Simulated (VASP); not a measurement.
Write the native input for VASP 6.6.1 that does the following.

```yaml
Task: relaxation of cell and atoms
Functional: LDA
Potentials_or_basis: VASP PAW LDA potentials, release 64 (Os)
Cutoff: 600 eV
k_mesh: 10 × 10 × 10
Occupations: fermi-dirac, width 0.05 eV
Spin: no spin polarisation
Dipole_correction: no
Further_INCAR_settings: ALGO = Normal; EDIFF = 1e-07; IBRION = 2; EDIFFG = -0.02; NSW = 80; ISIF = 3
```

The structure of Os lies in POSCAR:

```
Os
1.0
    0.0000000000      1.9100000000      1.9100000000
    1.9100000000      0.0000000000      1.9100000000
    1.9100000000      1.9100000000      0.0000000000
Os
1
Direct
    0.0000000000      0.0000000000      0.0000000000
```

This isn't the form of Os at room conditions, which is hcp.

One way to write it, as run:

INCAR

```
  PREC = Accurate
  ENCUT = 600
  EDIFF = 1E-7
  ISMEAR = -1
  SIGMA = 0.05
  LREAL = False
  LASPH = True
  NELM = 120
  ALGO = Normal
  ISIF = 3
  LWAVE = False
  LCHARG = False
  IBRION = 2
  NSW = 80
  EDIFFG = -0.02
  GGA_COMPAT = False
  NELMIN = 4
```

KPOINTS

```
Automatic mesh
0
Gamma
  10 10 10
```

Potentials or basis: VASP PAW LDA potentials, release 64 (Os).

The run is started by

```bash
$ cat potpaw_LDA.64/Os/POTCAR > POTCAR
$ mpirun -np 1 vasp_std > vasp.out
```

It gave:

```yaml
Relaxed_volume: 13.81 Å³/atom
Relaxed_cell: a = 2.693 Å, b = 2.693 Å, c = 2.693 Å, α = 60.00°, β = 60.00°, γ = 60.00°
Space_group_after_relaxing_to_0.1_Å: Fm-3m (No. 225)
Energy_gained_by_relaxing: 1.7 meV/atom
Ionic_steps: 3
Pressure_after_relaxing: -0.1 GPa
Band_gap_on_the_k_mesh: zero (bands 4 and 5 overlap by 4.09 eV)
```

Caveat: spin-orbit coupling is left out, which moves the levels of the heavy elements.

Wall time 8.7 s on 1 thread of Intel(R) Xeon(R) Platinum 8488C (Sapphire Rapids) (shared host), peak memory 0.13 GiB.
